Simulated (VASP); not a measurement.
Here is a VASP 6.6.1 calculation.

File INCAR:

```
PREC = Accurate
ENCUT = 520
EDIFF = 1E-7
ISMEAR = -1
SIGMA = 0.05
LREAL = F
LASPH = T
NELM = 80
ALGO = Normal
ISIF = 2
LWAVE = F
LCHARG = F
GGA = PE
NBANDS = 10
```

The input KPOINTS:

```
Automatic mesh
0
Gamma
  15 15 15
```

File POSCAR:

```
Ir
1.0
    0.0000000000      1.8621090000      1.9197000000
    1.8621090000      0.0000000000      1.9197000000
    1.8621090000      1.8621090000      0.0000000000
Ir
1
Direct
    0.0000000000      0.0000000000      0.0000000000
```

Potentials or basis: VASP PAW PBE potentials, release 64 (Ir).

The run is started by

```bash
$ cat potpaw_PBE.64/Ir/POTCAR > POTCAR
$ mpirun -np 1 vasp_std > vasp.out
```

Q: What does it give for the pressure?

A: 38.0 GPa.

Stress tensor (GPa, compression positive):
```
42.76  0.00  0.00
 0.00 42.76  0.00
 0.00  0.00 28.38
```

Caveat: the cell differs from its parent crystal (equal xx and yy strain of -3 %).
